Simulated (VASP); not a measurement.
# LiH (Cm) in VASP: single point with PBEsol

Aim: the single point of LiH with PBEsol.

Program: VASP 6.6.1. These are calculated values, not measurements. Logs are shortened: lines on timing, memory, paths and dates and some standing lists are left out, and cuts for length are marked.

## 1. The cell of the first run

Symmetry: Cm, No. 8, monoclinic system. The conventional cell has a = 4.873 Å, b = 2.814 Å, c = 13.998 Å, α = 90.00°, β = 100.02°, γ = 90.00°. Li (site symmetry m) has 6 H at 1.99 Å within 2.6 Å. Li (site symmetry m) has 6 H at 1.99 Å within 2.6 Å. Li (site symmetry m) has 6 H at 1.99 Å within 2.6 Å. Within 1.9 Å of Li (site symmetry m) lie 1 H at 1.41 Å. Li (site symmetry m) has 6 H at 1.99 Å within 2.6 Å. Li (site symmetry m) has 6 H at 1.99 Å and 1 Li at 2.44 Å within 2.6 Å. H (site symmetry m) has 6 Li at 1.99 Å within 2.6 Å. H (site symmetry m) has 6 Li at 1.99 Å within 2.6 Å.

## 2. Single point, PBEsol (the part above a cut slid along it)

File INCAR:

```
SYSTEM = LiH
PREC = Accurate
ENCUT = 520
EDIFF = 1E-7
ISMEAR = 0
SIGMA = 0.05
LREAL = .FALSE.
LASPH = .TRUE.
NELM = 100
ALGO = Normal
ISIF = 2
LWAVE = .FALSE.
LCHARG = .FALSE.
GGA = PS
NBANDS = 24
ISYM = 0
```

File KPOINTS:

```
regular mesh
0
G
  9 9 2
  0 0 0
```

File POSCAR:

```
LiH
1.0
    1.9895719486     -1.9895719486      0.0000000000
    1.9895719486      0.0000000000     -1.9895719486
    8.9530737685      6.9635018199      7.9582877942
Li H
6 6
Direct
    0.7708250000      0.0000000000      0.4583500000
    0.1874916667      0.3333333333      0.2916833333
    0.3541583333      0.6666666667      0.6250166667
    0.5208250000      1.0000000000      0.9583500000
   -0.0625083333      0.3333333333      0.7916833333
    0.6041583333      0.6666666667      0.1250166667
    0.4791583333      0.6666666667      0.3750166667
   -0.1041750000      0.0000000000      0.2083500000
    0.0624916667      0.3333333333      0.5416833333
    0.2291583333      0.6666666667      0.8750166667
    0.6458250000      1.0000000000      0.7083500000
    0.3124916667      0.3333333333      0.0416833333
```

Potentials or basis: VASP PAW PBE potentials, release 64 (Li_sv, H).

The run is started by

```
$ cat potpaw_PBE.64/Li_sv/POTCAR potpaw_PBE.64/H/POTCAR > POTCAR
$ mpirun -np 1 vasp_std > vasp.out
```

OUTCAR:

```text
SYSTEM = LiH
   PREC = Accurate
   ENCUT = 520
   EDIFF = 1E-7
   ISMEAR = 0
   LREAL = .FALSE.
   LASPH = .TRUE.
   NELM = 100
   ISIF = 2
   GGA = PS
   ISYM = 0

 ion  position               nearest neighbor table
   1  0.771  0.000  0.458-
   2  0.187  0.333  0.292-
   3  0.354  0.667  0.625-
   4  0.521  0.000  0.958-  12 1.41   6 2.44
   5  0.937  0.333  0.792-
   6  0.604  0.667  0.125-   4 2.44
   7  0.479  0.667  0.375-
   8  0.896  0.000  0.208-
   9  0.062  0.333  0.542-
  10  0.229  0.667  0.875-
  11  0.646  0.000  0.708-
  12  0.312  0.333  0.042-   4 1.41

IMPORTANT INFORMATION: All symmetrisations will be switched off!
NOSYMM: (Re-)initialisation of all symmetry stuff for point group C_1.

----------------------------------------------------------------------------------------

                                     Primitive cell

  volume of cell :      94.5062

  direct lattice vectors                    reciprocal lattice vectors
     1.989571949 -1.989571949  0.000000000     0.146597697 -0.356022980  0.146597697
     1.989571949  0.000000000 -1.989571949     0.167540226  0.167540226 -0.335080451
     8.953073768  6.963501820  7.958287794     0.041885056  0.041885056  0.041885056

  length of vectors
     2.813679633  2.813679633 13.855765302     0.411988024  0.410388064  0.072547046

  position of ions in fractional coordinates (direct lattice)
     0.770825000  0.000000000  0.458350000
     0.187491667  0.333333333  0.291683333
     0.354158333  0.666666667  0.625016667
     0.520825000  0.000000000  0.958350000
     0.937491667  0.333333333  0.791683333
     0.604158333  0.666666667  0.125016667
     0.479158333  0.666666667  0.375016667
     0.895825000  0.000000000  0.208350000
     0.062491667  0.333333333  0.541683333
     0.229158333  0.666666667  0.875016667
     0.645825000  0.000000000  0.708350000
     0.312491667  0.333333333  0.041683333

  ion indices of the primitive-cell ions
   primitive index   ion index
                 1           1
                 2           2
                 3           3
                 4           4
                 5           5
                 6           6
                 7           7
                 8           8
                 9           9
                10          10
                11          11
                12          12

----------------------------------------------------------------------------------------

 KPOINTS: regular mesh

Automatic generation of k-mesh.
 Grid dimensions read from file:
 generate k-points for:    9    9    2

 Generating k-lattice:

  Cartesian coordinates                     Fractional coordinates (reciprocal lattice)
     0.016288633 -0.039558109  0.016288633     0.111111111  0.000000000 -0.000000000
     0.018615581  0.018615581 -0.037231161     0.000000000  0.111111111  0.000000000
     0.020942528  0.020942528  0.020942528     0.000000000  0.000000000  0.500000000

  Length of vectors
     0.045776447  0.045598674  0.036273523

  Shift w.r.t. Gamma in fractional coordinates (k-lattice)
     0.000000000  0.000000000  0.000000000

 -----------------------------------------------------------------------------
|                                                                             |
|           W    W    AA    RRRRR   N    N  II  N    N   GGGG   !!!           |
|           W    W   A  A   R    R  NN   N  II  NN   N  G    G  !!!           |
|           W    W  A    A  R    R  N N  N  II  N N  N  G       !!!           |
|           W WW W  AAAAAA  RRRRR   N  N N  II  N  N N  G  GGG   !            |
|           WW  WW  A    A  R   R   N   NN  II  N   NN  G    G                |
|           W    W  A    A  R    R  N    N  II  N    N   GGGG   !!!           |
|                                                                             |
|     Your reciprocal lattice and k-lattice belong to different lattice       |
|     classes:                                                                |
|                                                                             |
|        The reciprocal lattice is body-centered orthorhombic,                |
|        whereas your k-lattice is base-centered monoclinic.                  |
|                                                                             |
|     Results are often still useful ...                                      |
|                                                                             |
 -----------------------------------------------------------------------------

 WARNING: IBZKPT: internal override: KBLOWUP is changed to .FALSE.
      ... skipping the blow-up phase ...

 Subroutine IBZKPT returns following result:
 ===========================================

 Found     82 irreducible k-points:

 Following reciprocal coordinates:
            Coordinates               Weight
  0.000000  0.000000  0.000000      1.000000
  0.111111  0.000000 -0.000000      2.000000
  0.222222  0.000000 -0.000000      2.000000
  0.333333  0.000000 -0.000000      2.000000
  0.444444  0.000000 -0.000000      2.000000
  0.000000  0.111111  0.000000      2.000000
[... 16 lines left out ...]
 -0.111111  0.222222  0.000000      2.000000
  0.000000  0.333333 -0.000000      2.000000
 [... further k-points ...]
   k-points           NKPTS =     82   k-points in BZ     NKDIM =     82   number of bands    NBANDS=     24
   number of dos      NEDOS =    301   number of ions     NIONS =     12
   total plane-waves  NPLWV =  62208
   dimension x,y,z NGX =    24 NGY =   24 NGZ =  108
   dimension x,y,z NGXF=    48 NGYF=   48 NGZF=  216
   ions per type =               6   6
   NGX,Y,Z   is equivalent  to a cutoff of  14.18, 14.18, 12.96 a.u.
   NGXF,Y,Z  is equivalent  to a cutoff of  28.36, 28.36, 25.92 a.u.
 SYSTEM =  LiH
   PREC   = accura    normal or accurate (medium, high low for compatibility)
   ISTART =      0    job   : 0-new  1-cont  2-samecut
   ICHARG =      2    charge: 1-file 2-atom 10-const
   ISPIN  =      1    spin polarized calculation?
   LNONCOLLINEAR =      F non collinear calculations
   LSORBIT =      F    spin-orbit coupling
   LASPH  =      T    aspherical Exc in radial PAW
   ENCUT  =  520.0 eV  38.22 Ry    6.18 a.u.   5.23  5.23 25.76*2*pi/ulx,y,z
   NELM   =    100;   NELMIN=  2; NELMDL= -5     # of ELM steps
   EDIFF  = 0.1E-06   stopping-criterion for ELM
   LREAL  =      F    real-space projection
   EDIFFG = 0.1E-05   stopping-criterion for IOM
   NSW    =      0    number of steps for IOM
   IBRION =     -1    ionic relax: 0-MD 1-quasi-New 2-CG
   NFREE  =      0    steps in history (QN), initial steepest desc. (CG)
   ISIF   =      2    stress and relaxation
   ISYM   =      0    0-nonsym 1-usesym 2-fastsym
   POTIM  = 0.5000    time-step for ionic-motion
   TEBEG  =    0.0;   TEEND  =   0.0 temperature during run
   PSTRESS=    0.0 pullay stress
   NELECT =      24.0000    total number of electrons
   NUPDOWN=      -1.0000    fix difference up-down
   EMIN   =  10.00;   EMAX   =-10.00  energy-range for DOS
   EFERMI =   0.00;   METHOD = LEGACY
   ISMEAR =     0;   SIGMA  =   0.05  broadening in eV -4-tet -1-fermi 0-gaus
   EFERMI_NEDOS =   21; number of points for ismear=-14 and -15
   IALGO  =     38    algorithm
   IMIX   =      4    mixing-type and parameters
     AMIX     =   0.40;   BMIX     =  1.00
     AMIX_MAG =   1.60;   BMIX_MAG =  1.00
  volume/ion in A,a.u.               =       7.88        53.15
  Fermi-wavevector in a.u.,A,eV,Ry     =   1.036713  1.959103 14.623184  1.074774
  Thomas-Fermi vector in A             =   2.171117
   LORBIT       =      0    0 simple, 1 ext, 2 COOP (PROOUT), +10 PAW based schemes
   GGA     = PS    functional components
   LHFCALC =     F    Hartree Fock is set to
   AEXX    =    0.0000 exact exchange contribution
   IVDW    =     0    specifies the selected vdW correction
   LEPSILON=     F    determine dielectric tensor
   LRPA    =     F    only Hartree local field effects (RPA)
 non-spin polarized calculation
 Gauss-broadening in eV      SIGMA  =   0.05
  energy-cutoff  :      520.00
  volume of cell :       94.51
 maximum number of plane-waves:      2565
 NGX is ok and might be reduce to    24
   NGX = 11   NGY = 11   NGZ = 51

 number of electron      24.0000018 magnetization

 Free energy of the ion-electron system (eV)
  ---------------------------------------------------
  ext. energy  EPLUGINS =         0.00000000
  ---------------------------------------------------
  free energy    TOTEN  =       -36.05789591 eV

  energy without entropy =      -36.05789591  energy(sigma->0) =      -36.05789591

 E-fermi :   0.5223     XC(G=0):  -8.6614

 val. band max:        0.2895334833   @ k =  -0.1111   0.4444   0.0000
 cond. band min:       3.0684383741   @ k =  -0.4444   0.4444   0.0000
 fundamental gap:      2.7789048909
 Fermi energy:         0.5223328382

 k-point     1 :       0.0000    0.0000    0.0000
  band No.  band energies     occupation
      1     -43.5995      2.00000
      2     -43.5658      2.00000
      3     -43.4700      2.00000
      4     -43.3522      2.00000
      5     -43.2372      2.00000
      6     -43.1971      2.00000
[... 16 lines left out ...]
     23      16.5757      0.00000
     24      16.5928      0.00000

 k-point     2 :       0.1111    0.0000   -0.0000
  band No.  band energies     occupation
      1     -43.5946      2.00000
      2     -43.5622      2.00000
      3     -43.4659      2.00000
      4     -43.3481      2.00000
      5     -43.2328      2.00000
      6     -43.1936      2.00000
[... 16 lines left out ...]
     23      14.7466      0.00000
     24      15.0335      0.00000

 k-point     3 :       0.2222    0.0000   -0.0000
  band No.  band energies     occupation
      1     -43.5822      2.00000
      2     -43.5532      2.00000
      3     -43.4555      2.00000
      4     -43.3377      2.00000
      5     -43.2214      2.00000
      6     -43.1847      2.00000
[... 16 lines left out ...]
     23      13.0414      0.00000
     24      13.4502      0.00000

 k-point     4 :       0.3333    0.0000   -0.0000
  band No.  band energies     occupation
      1     -43.5679      2.00000
      2     -43.5433      2.00000
      3     -43.4436      2.00000
      4     -43.3259      2.00000
      5     -43.2085      2.00000
      6     -43.1747      2.00000
[... 16 lines left out ...]
     23      11.7884      0.00000
     24      12.2078      0.00000

 k-point     5 :       0.4444    0.0000   -0.0000
  band No.  band energies     occupation
      1     -43.5583      2.00000
      2     -43.5371      2.00000
      3     -43.4359      2.00000
      4     -43.3181      2.00000
      5     -43.2000      2.00000
      6     -43.1681      2.00000
[... 451 lines left out ...]
 k-point    22 :      -0.2222    0.2222    0.0000
  band No.  band energies     occupation
      1     -43.5614      2.00000
      2     -43.5385      2.00000
      3     -43.4384      2.00000
      4     -43.3206      2.00000
      5     -43.2027      2.00000
      6     -43.1703      2.00000
[... 16 lines left out ...]
     23      10.0155      0.00000
     24      10.8467      0.00000

 k-point    23 :      -0.1111    0.2222    0.0000
  band No.  band energies     occupation
      1     -43.5725      2.00000
      2     -43.5461      2.00000
      3     -43.4475      2.00000
      4     -43.3297      2.00000
      5     -43.2127      2.00000
      6     -43.1780      2.00000
[... 16 lines left out ...]
     23      12.0387      0.00000
     24      12.5616      0.00000

 k-point    24 :       0.0000    0.3333   -0.0000
  band No.  band energies     occupation
      1     -43.5678      2.00000
      2     -43.5427      2.00000
      3     -43.4436      2.00000
      4     -43.3258      2.00000
      5     -43.2085      2.00000
      6     -43.1748      2.00000
[... 16 lines left out ...]
     23      11.8999      0.00000
     24      11.9631      0.00000

 [... further k-points ...]
[... 5 lines left out ...]
  --------------------------------------------------------------------------------------
  -------------------------------------------------------------------------------------
  Total        1.2847501      1.2847069      0.1709470      1.7289444      0.4136578      0.4136557
  in kB       21.7805602     21.7798274      2.8980902     29.3110521      7.0128029      7.0127661
  external PRESSURE =      15.4861593 kB  Pullay stress =       0.0000000 kB

 VOLUME and BASIS-vectors are now :
 -----------------------------------------------------------------------------
  energy-cutoff  :      520.00
  volume of cell :       94.51
      direct lattice vectors                 reciprocal lattice vectors
     1.989571949 -1.989571949  0.000000000     0.146597697 -0.356022980  0.146597697
     1.989571949  0.000000000 -1.989571949     0.167540226  0.167540226 -0.335080451
     8.953073768  6.963501820  7.958287794     0.041885056  0.041885056  0.041885056

 POSITION                                       TOTAL-FORCE (eV/Angst)
 -----------------------------------------------------------------------------------
      5.63725      1.65811      3.64768        -0.030939     -0.030937     -0.029958
      3.64768      1.65811      1.65811        -0.032727     -0.032726     -0.029767
      7.62683      3.64768      3.64768        -0.030069     -0.030064     -0.028223
      9.61640      5.63725      7.62683        -1.690671     -1.690668     -0.063261
      9.61640      3.64768      5.63725        -0.058872     -0.058872     -0.051472
      3.64768     -0.33146     -0.33146         0.012811      0.012812      0.158131
      5.63725      1.65811      1.65811         0.031277      0.031275      0.028719
      3.64768     -0.33146      1.65811         0.035909      0.035903      0.028114
      5.63725      3.64768      3.64768         0.031301      0.031299      0.029123
      9.61640      5.63725      5.63725         0.026340      0.026338     -0.104630
      7.62683      3.64768      5.63725         0.034787      0.034787      0.026900
      1.65811     -0.33146     -0.33146         1.670852      1.670854      0.036324
 -----------------------------------------------------------------------------------
    total drift:                               -0.000080     -0.000060     -0.000020

  FREE ENERGIE OF THE ION-ELECTRON SYSTEM (eV)
  ---------------------------------------------------
  free  energy   TOTEN  =       -36.0578959059 eV

  energy  without entropy=      -36.0578959059  energy(sigma->0) =      -36.05789591
```

It took 8.2 min on 1 thread of Oxide Virtual Turin-like, shared host; peak memory 0.27 GiB.

What came out:

```
Free energy            : -36.0579 eV
Largest force          : 2.392 eV/Å
Band gap on the k mesh : 2.78 eV (least direct gap 2.91 eV)
```

Forces in eV/Å, atoms in the order of the input:
```
Li  -0.031 -0.031 -0.030
Li  -0.033 -0.033 -0.030
Li  -0.030 -0.030 -0.028
Li  -1.691 -1.691 -0.063
Li  -0.059 -0.059 -0.051
Li   0.013  0.013  0.158
H    0.031  0.031  0.029
H    0.036  0.036  0.028
H    0.031  0.031  0.029
H    0.026  0.026 -0.105
H    0.035  0.035  0.027
H    1.671  1.671  0.036
```

Caveat: the cell differs from its parent crystal (the part above a cut slid along it); the cutoff is under 1.25 times the usual one of these potentials, so pressure, stress and relaxed cells hold a basis-set (Pulay) error; the PAW data sets were made with another functional, which shifts forces and pressure a little. A k mesh can miss the band edges.
